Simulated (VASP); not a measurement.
# WC (P-6m2) in VASP: settings compared

WC is run at these levels: b88 exchange, pbe correlation; tasks: single point.

Program: VASP 6.6.1. These are calculated values, not measurements. Logs are shortened: lines on timing, memory, paths and dates and some standing lists are left out, and cuts for length are marked.

### 1 The cell of the first run

The structure is hexagonal, space group P-6m2 (No. 187). The conventional cell has a = 2.887 Å, b = 2.887 Å, c = 2.818 Å, α = 90.00°, β = 90.00°, γ = 120.00°. W (site symmetry -6m2) has 6 C at 2.18 Å and 8 W at 2.82 to 2.89 Å within 2.9 Å. Within 2.9 Å of C (site symmetry -6m2) lie 6 W at 2.18 Å and 8 C at 2.82 to 2.89 Å.

### 2 Single point, b88 exchange, pbe correlation

Contents of INCAR:

```
PREC = Accurate
ENCUT = 600
EDIFF = 1E-6
ISMEAR = -1
SIGMA = 0.05
LREAL = F
LASPH = T
NELM = 120
ALGO = Normal
ISIF = 2
LWAVE = F
LCHARG = T
GGA = LIBXC
LIBXC1 = GGA_X_B88
LIBXC2 = GGA_C_PBE
LELF = T
LVHAR = T
NBANDS = 16
GGA_COMPAT = F
```

Contents of KPOINTS:

```
Automatic mesh
0
Gamma
  10 10 9
```

Contents of POSCAR:

```
WC
1.0
    2.8869927008      0.0000000000      0.0000000000
   -1.4434963504      2.5002090195      0.0000000000
    0.0000000000      0.0000000000      2.8175618425
W C
1 1
Direct
    0.0000000000      0.0000000000      0.0000000000
    0.6666666667      0.3333333333      0.5000000000
```

Potentials or basis: VASP PAW PBE potentials, release 64 (W_sv, C).

Command:

```console
cat potpaw_PBE.64/W_sv/POTCAR potpaw_PBE.64/C/POTCAR > POTCAR
mpirun -np 1 vasp_std > vasp.out
```

OUTCAR:

```text
PREC = Accurate
   ENCUT = 600
   EDIFF = 1E-6
   ISMEAR = -1
   LREAL = F
   LASPH = T
   NELM = 120
   ISIF = 2
   GGA = LIBXC

 ion  position               nearest neighbor table
   1  0.000  0.000  0.000-   2 2.18   2 2.18   2 2.18   2 2.18   2 2.18   2 2.18
   2  0.667  0.333  0.500-   1 2.18   1 2.18   1 2.18   1 2.18   1 2.18   1 2.18

  LATTYP: Found a hexagonal cell.
 ALAT       =     2.8869927008
 C/A-ratio  =     0.9759504559

  Lattice vectors:

 A1 = (   2.8869927008,   0.0000000000,   0.0000000000)
 A2 = (  -1.4434963504,   2.5002090195,   0.0000000000)
 A3 = (   0.0000000000,   0.0000000000,   2.8175618425)

Analysis of symmetry for initial positions (statically):
=====================================================================
 Subroutine PRICEL returns:
 Original cell was already a primitive cell.

 Routine SETGRP: Setting up the symmetry group for a
 hexagonal supercell.

 Subroutine GETGRP returns: Found 12 space group operations
 (whereof 12 operations were pure point group operations)
 out of a pool of 24 trial point group operations.

The static configuration has the point symmetry D_3h.

Analysis of symmetry for dynamics (positions and initial velocities):
=====================================================================
 Subroutine PRICEL returns:
 Original cell was already a primitive cell.

 Routine SETGRP: Setting up the symmetry group for a
 hexagonal supercell.

 Subroutine GETGRP returns: Found 12 space group operations
 (whereof 12 operations were pure point group operations)
 out of a pool of 24 trial point group operations.

The dynamic configuration has the point symmetry D_3h.

 Subroutine INISYM returns: Found 12 space group operations
 (whereof 12 operations are pure point group operations),
 and found     1 'primitive' translations

----------------------------------------------------------------------------------------

                                     Primitive cell

  volume of cell :      20.3374

  direct lattice vectors                    reciprocal lattice vectors
     2.886992701  0.000000000  0.000000000     0.346381201  0.199983280  0.000000000
    -1.443496350  2.500209020  0.000000000     0.000000000  0.399966560  0.000000000
     0.000000000  0.000000000  2.817561842     0.000000000  0.000000000  0.354916788

  length of vectors
     2.886992701  2.886992701  2.817561842     0.399966560  0.399966560  0.354916788

  position of ions in fractional coordinates (direct lattice)
     0.000000000  0.000000000  0.000000000
     0.666666667  0.333333333  0.500000000

  ion indices of the primitive-cell ions
   primitive index   ion index
                 1           1
                 2           2

----------------------------------------------------------------------------------------

 KPOINTS: Automatic mesh

Automatic generation of k-mesh.
 Grid dimensions read from file:
 generate k-points for:   10   10    9

 Generating k-lattice:

  Cartesian coordinates                     Fractional coordinates (reciprocal lattice)
     0.034638120  0.019998328  0.000000000     0.100000000  0.000000000  0.000000000
     0.000000000  0.039996656  0.000000000     0.000000000  0.100000000  0.000000000
     0.000000000  0.000000000  0.039435199     0.000000000  0.000000000  0.111111111

  Length of vectors
     0.039996656  0.039996656  0.039435199

  Shift w.r.t. Gamma in fractional coordinates (k-lattice)
     0.000000000  0.000000000  0.000000000

 Subroutine IBZKPT returns following result:
 ===========================================

 Found     70 irreducible k-points:

 Following reciprocal coordinates:
            Coordinates               Weight
  0.000000  0.000000  0.000000      1.000000
  0.100000  0.000000  0.000000      6.000000
  0.200000  0.000000  0.000000      6.000000
  0.300000  0.000000  0.000000      6.000000
  0.400000  0.000000  0.000000      6.000000
  0.500000  0.000000  0.000000      3.000000
[... 16 lines left out ...]
  0.300000  0.100000  0.111111     24.000000
  0.400000  0.100000  0.111111     24.000000
 [... further k-points ...]
   k-points           NKPTS =     70   k-points in BZ     NKDIM =     70   number of bands    NBANDS=     16
   number of dos      NEDOS =    301   number of ions     NIONS =      2
   total plane-waves  NPLWV =  13824
   dimension x,y,z NGX =    24 NGY =   24 NGZ =   24
   dimension x,y,z NGXF=    48 NGYF=   48 NGZF=   48
   ions per type =               1   1
   NGX,Y,Z   is equivalent  to a cutoff of  13.82, 13.82, 14.16 a.u.
   NGXF,Y,Z  is equivalent  to a cutoff of  27.64, 27.64, 28.32 a.u.
 SYSTEM =  unknown system
   PREC   = accura    normal or accurate (medium, high low for compatibility)
   ISTART =      0    job   : 0-new  1-cont  2-samecut
   ICHARG =      2    charge: 1-file 2-atom 10-const
   ISPIN  =      1    spin polarized calculation?
   LNONCOLLINEAR =      F non collinear calculations
   LSORBIT =      F    spin-orbit coupling
[... 22 lines left out ...]
     AMIX     =   0.40;   BMIX     =  1.00
     AMIX_MAG =   1.60;   BMIX_MAG =  1.00
  volume/ion in A,a.u.               =      10.17        68.62
  Fermi-wavevector in a.u.,A,eV,Ry     =   1.571812  2.970293 33.614444  2.470592
  Thomas-Fermi vector in A             =   2.673340
   LORBIT       =      0    0 simple, 1 ext, 2 COOP (PROOUT), +10 PAW based schemes
   GGA     = LIBXC    functional components
   LHFCALC =     F    Hartree Fock is set to
   AEXX    =    0.0000 exact exchange contribution
   IVDW    =     0    specifies the selected vdW correction
   LEPSILON=     F    determine dielectric tensor
   LRPA    =     F    only Hartree local field effects (RPA)
 non-spin polarized calculation
  energy-cutoff  :      600.00
  volume of cell :       20.34
 maximum number of plane-waves:       688
 NGX is ok and might be reduce to    24
   NGX = 11   NGY = 11   NGZ = 11

 number of electron      18.0000001 magnetization

 Free energy of the ion-electron system (eV)
  ---------------------------------------------------
  ext. energy  EPLUGINS =         0.00000000
  ---------------------------------------------------
  free energy    TOTEN  =       -22.12670216 eV

  energy without entropy =      -22.12480880  energy(sigma->0) =      -22.12575548

 E-fermi :  11.3133     XC(G=0): -13.9198

 val. band max:       11.2196665649   @ k =   0.0000   0.0000   0.3333
 cond. band min:      11.3242266520   @ k =   0.1000   0.0000   0.3333
 fundamental gap:      0.1045600871
 Fermi energy:        11.3132873055

 k-point     1 :       0.0000    0.0000    0.0000
  band No.  band energies     occupation
      1     -62.6616      2.00000
      2     -26.6393      2.00000
      3     -26.5261      2.00000
      4     -26.5261      2.00000
      5      -3.2695      2.00000
      6       6.9073      2.00000
[... 8 lines left out ...]
     15      25.9174      0.00000
     16      28.2847      0.00000

 k-point     2 :       0.1000    0.0000    0.0000
  band No.  band energies     occupation
      1     -62.6555      2.00000
      2     -26.6279      2.00000
      3     -26.6140      2.00000
      4     -26.5459      2.00000
      5      -3.0025      2.00000
      6       6.9428      2.00000
[... 8 lines left out ...]
     15      25.4432      0.00000
     16      28.8422      0.00000

 k-point     3 :       0.2000    0.0000    0.0000
  band No.  band energies     occupation
      1     -62.6395      2.00000
      2     -26.8392      2.00000
      3     -26.5981      2.00000
      4     -26.5975      2.00000
      5      -2.2701      2.00000
      6       6.2174      2.00000
[... 8 lines left out ...]
     15      25.2356      0.00000
     16      29.9920      0.00000

 k-point     4 :       0.3000    0.0000    0.0000
  band No.  band energies     occupation
      1     -62.6198      2.00000
      2     -27.1078      2.00000
      3     -26.6605      2.00000
      4     -26.5609      2.00000
      5      -1.2642      2.00000
      6       5.2326      2.00000
[... 8 lines left out ...]
     15      26.1883      0.00000
     16      28.9578      0.00000
[... 324 lines left out ...]
 k-point    22 :       0.2000    0.1000    0.1111
  band No.  band energies     occupation
      1     -62.6215      2.00000
      2     -26.9839      2.00000
      3     -26.6665      2.00000
      4     -26.6516      2.00000
      5      -1.4030      2.00000
      6       5.7710      2.00000
[... 8 lines left out ...]
     15      25.1342      0.00000
     16      29.3031      0.00000

 k-point    23 :       0.3000    0.1000    0.1111
  band No.  band energies     occupation
      1     -62.6036      2.00000
      2     -27.2053      2.00000
      3     -26.7240      2.00000
      4     -26.6306      2.00000
      5      -0.4624      2.00000
      6       4.8980      2.00000
[... 8 lines left out ...]
     15      25.8624      0.00000
     16      28.2020      0.00000

 k-point    24 :       0.4000    0.1000    0.1111
  band No.  band energies     occupation
      1     -62.5926      2.00000
      2     -27.3388      2.00000
      3     -26.7684      2.00000
      4     -26.6083      2.00000
      5       0.2269      2.00000
      6       4.3363      2.00000
[... 8 lines left out ...]
     15      25.0070      0.00000
     16      29.0549      0.00000

 [... further k-points ...]
[... 5 lines left out ...]
  --------------------------------------------------------------------------------------
  -------------------------------------------------------------------------------------
  Total        1.9553967      1.9553967      2.0330449      0.0000000      0.0000000     -0.0000000
  in kB      154.0458462    154.0458462    160.1629626      0.0000000      0.0000000     -0.0000000
  external PRESSURE =     156.0848850 kB  Pullay stress =       0.0000000 kB

 VOLUME and BASIS-vectors are now :
 -----------------------------------------------------------------------------
  energy-cutoff  :      600.00
  volume of cell :       20.34
      direct lattice vectors                 reciprocal lattice vectors
     2.886992701  0.000000000  0.000000000     0.346381201  0.199983280  0.000000000
    -1.443496350  2.500209020  0.000000000     0.000000000  0.399966560  0.000000000
     0.000000000  0.000000000  2.817561842     0.000000000  0.000000000  0.354916788

 POSITION                                       TOTAL-FORCE (eV/Angst)
 -----------------------------------------------------------------------------------
      0.00000      0.00000      0.00000        -0.000000      0.000000      0.000000
      1.44350      0.83340      1.40878         0.000000     -0.000000      0.000000
 -----------------------------------------------------------------------------------
    total drift:                                0.000000     -0.000000      0.000000

  FREE ENERGIE OF THE ION-ELECTRON SYSTEM (eV)
  ---------------------------------------------------
  free  energy   TOTEN  =       -22.1267021569 eV

  energy  without entropy=      -22.1248088037  energy(sigma->0) =      -22.12575548
```

Wall time 27 s (1 thread of AMD EPYC 9R14 (Zen 4), shared host); peak memory 0.13 GiB.

What came out:

```
Free energy            : -22.1267 eV
Pressure               : 15.6 GPa
Band gap on the k mesh : zero (bands 9 and 10 overlap by 1.23 eV)
```

Stress tensor (GPa, compression positive):
```
15.40  0.00  0.00
 0.00 15.40  0.00
 0.00  0.00 16.02
```

Caveat: the cell stands under pressure; the PAW data sets were made with another functional, which shifts forces and pressure a little; spin-orbit coupling is left out, which moves the levels of the heavy elements.

### 3 Single point, b88 exchange, pbe correlation

This run uses another cell than the first one, of 10.38 Å³/atom.

Contents of INCAR:

```
PREC = Accurate ; ENCUT = 600
EDIFF = 1E-6 ; ISMEAR = -1
SIGMA = 0.05 ; LREAL = False
LASPH = True ; NELM = 120
ALGO = Normal ; ISIF = 2
LWAVE = False ; LCHARG = True
GGA = LIBXC ; LIBXC1 = GGA_X_B88
LIBXC2 = GGA_C_PBE ; LELF = True
LVHAR = True ; NBANDS = 16
GGA_COMPAT = False
```

Contents of KPOINTS:

```
regular mesh
0
Gamma
  10 10 9
```

Contents of POSCAR:

```
WC
1.0
    2.9065000000      0.0000000000      0.0000000000
   -1.4532500000      2.5171028361      0.0000000000
    0.0000000000      0.0000000000      2.8366000000
W C
1 1
Direct
    0.0000000000      0.0000000000      0.0000000000
    0.6666666667      0.3333333333      0.5000000000
```

Potentials or basis: VASP PAW PBE potentials, release 64 (W_sv, C).

Command:

```console
cat potpaw_PBE.64/W_sv/POTCAR potpaw_PBE.64/C/POTCAR > POTCAR
mpirun -np 1 vasp_std > vasp.out
```

Wall time 27 s (1 thread of AMD EPYC 9R14 (Zen 4), shared host); peak memory 0.13 GiB.

It converged, with:

```
Free energy            : -22.1560 eV
Pressure               : 6.8 GPa
Band gap on the k mesh : zero (bands 9 and 10 overlap by 1.20 eV)
```

Stress tensor (GPa, compression positive):
```
7.06 0.00 0.00
0.00 7.06 0.00
0.00 0.00 6.34
```

Levels at points of the mesh, in eV from the Fermi level:
```tsv
k point	band 6	band 7	band 8	band 9	band 10	band 11	band 12	band 13
(0.00, 0.00, 0.00)	-4.30	-3.32	-3.32	0.10	3.22	3.22	5.62	5.62
(0.50, 0.00, 0.00)	-7.01	-3.61	-3.55	-0.46	2.34	4.52	4.88	6.86
```

Caveat: the cell stands under pressure; the PAW data sets were made with another functional, which shifts forces and pressure a little; spin-orbit coupling is left out, which moves the levels of the heavy elements.

### 4 Single point, b88 exchange, pbe correlation

This run uses another cell than the first one, of 10.58 Å³/atom.

Contents of INCAR:

```
SYSTEM = WC
  PREC = Accurate
  ENCUT = 600
  EDIFF = 1E-6
  ISMEAR = -1
  SIGMA = 0.05
  LREAL = .False.
  LASPH = .True.
  NELM = 120
  ALGO = Normal
  ISIF = 2
  LWAVE = .False.
  LCHARG = .False.
  GGA = LIBXC
  LIBXC1 = GGA_X_B88
  LIBXC2 = GGA_C_PBE
  NBANDS = 16
  GGA_COMPAT = .False.
```

Contents of KPOINTS:

```
Automatic mesh
0
Gamma
  10 10 9
  0 0 0
```

Contents of POSCAR:

```
WC
1.0
    2.9257489053      0.0000000000      0.0000000000
   -1.4628744527      2.5337728771      0.0000000000
    0.0000000000      0.0000000000      2.8553859779
W C
1 1
Direct
    0.0000000000      0.0000000000      0.0000000000
    0.6666666667      0.3333333333      0.5000000000
```

Command:

```console
cat potpaw_PBE.64/W_sv/POTCAR potpaw_PBE.64/C/POTCAR > POTCAR
mpirun -np 1 vasp_std > vasp.out
```

Run time: 27 s. Hardware: 1 thread of AMD EPYC 9R14 (Zen 4), shared host; peak memory 0.13 GiB.

It converged, with:

```
Free energy            : -22.1636 eV
Pressure               : -1.1 GPa
Band gap on the k mesh : zero (bands 9 and 10 overlap by 1.16 eV)
```

Stress tensor (GPa, compression positive):
```
-0.45  0.00  0.00
 0.00 -0.45  0.00
 0.00  0.00 -2.39
```

Levels at points of the mesh, in eV from the Fermi level:
| k point | band 6 | band 7 | band 8 | band 9 | band 10 | band 11 | band 12 | band 13 |
| --- | --- | --- | --- | --- | --- | --- | --- | --- |
| (0.00, 0.00, 0.00) | -4.19 | -3.25 | -3.25 | 0.09 | 3.12 | 3.12 | 5.51 | 5.51 |
| (0.50, 0.00, 0.00) | -6.92 | -3.53 | -3.47 | -0.45 | 2.27 | 4.39 | 4.74 | 6.73 |

Caveat: the PAW data sets were made with another functional, which shifts forces and pressure a little; spin-orbit coupling is left out, which moves the levels of the heavy elements.

### 5 Single point, b88 exchange, pbe correlation

This run uses another cell than the first one, of 10.79 Å³/atom.

Contents of INCAR:

```
SYSTEM = WC
  ALGO = Normal
  EDIFF = 1E-6
  ENCUT = 600
  GGA = LIBXC
  GGA_COMPAT = .False.
  ISIF = 2
  ISMEAR = -1
  LASPH = .True.
  LCHARG = .False.
  LIBXC1 = GGA_X_B88
  LIBXC2 = GGA_C_PBE
  LREAL = .False.
  LWAVE = .False.
  NBANDS = 16
  NELM = 120
  PREC = Accurate
  SIGMA = 0.05
```

Contents of KPOINTS:

```
k-points
0
Gamma
  10 10 9
  0 0 0
```

Contents of POSCAR:

```
WC
1.0
    2.9447478072      0.0000000000      0.0000000000
   -1.4723739036      2.5502264088      0.0000000000
    0.0000000000      0.0000000000      2.8739279649
W C
1 1
Direct
    0.0000000000      0.0000000000      0.0000000000
    0.6666666667      0.3333333333      0.5000000000
```

Command:

```console
cat potpaw_PBE.64/W_sv/POTCAR potpaw_PBE.64/C/POTCAR > POTCAR
mpirun -np 1 vasp_std > vasp.out
```

Wall time 26 s (1 thread of AMD EPYC 9R14 (Zen 4), shared host); peak memory 0.13 GiB.

It converged, with:

```yaml
Free_energy: -22.1518 eV
Pressure: -8.2 GPa
Band_gap_on_the_k_mesh: zero (bands 9 and 10 overlap by 1.14 eV)
```

Stress tensor (GPa, compression positive):
```
 -7.21   0.00   0.00
  0.00  -7.21   0.00
  0.00   0.00 -10.26
```

Levels at points of the mesh, in eV from the Fermi level:
```csv
k point,band 6,band 7,band 8,band 9,band 10,band 11,band 12,band 13
"(0.00, 0.00, 0.00)",-4.09,-3.18,-3.18,0.08,3.03,3.03,5.39,5.39
"(0.50, 0.00, 0.00)",-6.83,-3.46,-3.38,-0.45,2.20,4.27,4.60,6.61
```

Caveat: the cell stands under tension; the PAW data sets were made with another functional, which shifts forces and pressure a little; spin-orbit coupling is left out, which moves the levels of the heavy elements.

### 6 Single point, b88 exchange, pbe correlation

This run uses another cell than the first one, of 11.00 Å³/atom.

Contents of INCAR:

```
SYSTEM = WC
  PREC = Accurate
  ENCUT = 600
  EDIFF = 1E-6
  ISMEAR = -1
  SIGMA = 0.05
  LREAL = .False.
  LASPH = .True.
  NELM = 120
  ALGO = Normal
  ISIF = 2
  LWAVE = .False.
  LCHARG = .True.
  GGA = LIBXC
  LIBXC1 = GGA_X_B88
  LIBXC2 = GGA_C_PBE
  LELF = .True.
  LVHAR = .True.
  NBANDS = 16
  GGA_COMPAT = .False.
```

Contents of KPOINTS:

```
regular mesh
0
Gamma
  10 10 9
  0 0 0
```

Contents of POSCAR:

```
WC
1.0
    2.9635046684      0.0000000000      0.0000000000
   -1.4817523342      2.5664703270      0.0000000000
    0.0000000000      0.0000000000      2.8922337321
W C
1 1
Direct
    0.0000000000      0.0000000000      0.0000000000
    0.6666666667      0.3333333333      0.5000000000
```

Potentials or basis: VASP PAW PBE potentials, release 64 (W_sv, C).

Command:

```console
cat potpaw_PBE.64/W_sv/POTCAR potpaw_PBE.64/C/POTCAR > POTCAR
mpirun -np 1 vasp_std > vasp.out
```

It took 27 s on 1 thread of AMD EPYC 9R14 (Zen 4), shared host; peak memory 0.13 GiB.

Results (log left out):

* Free energy: -22.1224 eV
* Pressure: -14.6 GPa
* Band gap on the k mesh: zero (bands 9 and 10 overlap by 1.11 eV)

Stress tensor (GPa, compression positive):
```
-13.29   0.00   0.00
  0.00 -13.29   0.00
  0.00   0.00 -17.34
```

Levels at points of the mesh, in eV from the Fermi level:
```csv
k point,band 7,band 8,band 9,band 10,band 11,band 12
"(0.00, 0.00, 0.00)",-3.11,-3.11,0.07,2.94,2.94,5.29
"(0.50, 0.00, 0.00)",-3.38,-3.30,-0.44,2.14,4.16,4.47
```

Caveat: the cell stands under tension; the PAW data sets were made with another functional, which shifts forces and pressure a little; spin-orbit coupling is left out, which moves the levels of the heavy elements.

### 7 Overview

| cell | gap on the mesh (eV) | pressure (GPa) |
| --- | --- | --- |
| a = 2.887, b = 2.887, c = 2.818 Å, angles 90.0, 90.0, 120.0°, 2 atoms | none | 15.6 |
| a = 2.906, b = 2.907, c = 2.837 Å, angles 90.0, 90.0, 120.0°, 2 atoms | none | 6.8 |
| a = 2.926, b = 2.926, c = 2.855 Å, angles 90.0, 90.0, 120.0°, 2 atoms | none | -1.1 |
| a = 2.945, b = 2.945, c = 2.874 Å, angles 90.0, 90.0, 120.0°, 2 atoms | none | -8.2 |
| a = 2.964, b = 2.964, c = 2.892 Å, angles 90.0, 90.0, 120.0°, 2 atoms | none | -14.6 |

Alike in all rows: task single point; level b88 exchange, pbe correlation; potentials or basis VASP PAW PBE potentials, release 64 (W_sv, C); no spin polarisation; k mesh 10 × 10 × 9; cutoff (eV) 600; smearing fermi-dirac 0.05 eV.

Caveats: the PAW data sets were made with another functional, which shifts forces and pressure a little; spin-orbit coupling is left out, which moves the levels of the heavy elements; the cell stands under pressure (at least some runs); the cell stands under tension (at least some runs).

Total energies depend on the potentials used, so only differences within one code and one set of settings carry meaning.
